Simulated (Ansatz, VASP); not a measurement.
# Sr: VASP beside Ansatz

```
CELL_PARAMETERS angstrom
3.85860 0.00000 0.00000
0.00000 3.85860 0.00000
0.00000 0.00000 3.85860
ATOMIC_POSITIONS crystal
Sr 0.00000 0.00000 0.00000
```

Alike in both runs: task single point; functional RPBE; k mesh 9 × 9 × 9; occupations fermi-dirac, width 0.1 eV; no spin polarisation.

```csv
,VASP,Ansatz
version,VASP 6.6.1,Ansatz 0.2.0
potentials or method,"VASP PAW PBE potentials, release 64 (Sr_sv), cutoff 520 eV","plane waves (420 eV) with PAW, scalar-relativistic"
valence electrons in the cell,10,10
```

```tsv
	VASP	Ansatz	Ansatz less VASP
pressure (GPa)	0.6	0.6	0.00
```

VASP's potentials were made for PBE, not for RPBE.
